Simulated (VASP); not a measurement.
Here is a VASP 6.6.1 calculation.

File INCAR:

```
PREC = Accurate
ENCUT = 520
EDIFF = 1E-6
ISMEAR = -1
SIGMA = 0.1017
LREAL = F
LASPH = T
NELM = 100
ALGO = Normal
ISIF = 2
LWAVE = F
LCHARG = F
GGA = PE
NBANDS = 38
```

KPOINTS

```
regular mesh
0
Gamma
  4 4 4
```

The input POSCAR:

```
HfAg2Sn2
1.0
    0.0000000000      3.7651462110     -0.0000001649
    3.7651462110      0.0000000000     -0.0000001649
    1.8825727530      1.8825727530     -8.0482162192
Hf Sn Ag
1 2 2
Direct
    0.0000000000      0.0000000000      0.0000000000
    0.3968502639      0.3968502639      0.2062994721
    0.6031497361      0.6031497361      0.7937005279
    0.7500000000      0.2500000000      0.5000000000
    0.2500000000      0.7500000000      0.5000000000
```

Potentials or basis: VASP PAW PBE potentials, release 64 (Hf_pv, Sn_d, Ag).

The run is started by

```sh
$ cat potpaw_PBE.64/Hf_pv/POTCAR potpaw_PBE.64/Sn_d/POTCAR potpaw_PBE.64/Ag/POTCAR > POTCAR
$ mpirun -np 1 vasp_std > vasp.out
```

**Question.** Estimate the largest force.

**Answer.** 0.022 eV/Å.

**Question.** Predict the band gap on the k mesh.

**Answer.** Zero (bands 30 and 31 overlap by 0.91 eV).

**Question.** Predict the pressure.

**Answer.** -0.2 GPa.

Stress tensor (GPa, compression positive):
```
-0.22  0.00  0.00
 0.00 -0.22  0.00
 0.00  0.00 -0.12
```

Caveat: the k points lie up to 0.43 Å⁻¹ apart, too coarse for converged energies and pressures of a metal; spin-orbit coupling is left out, which moves the levels of the heavy elements.
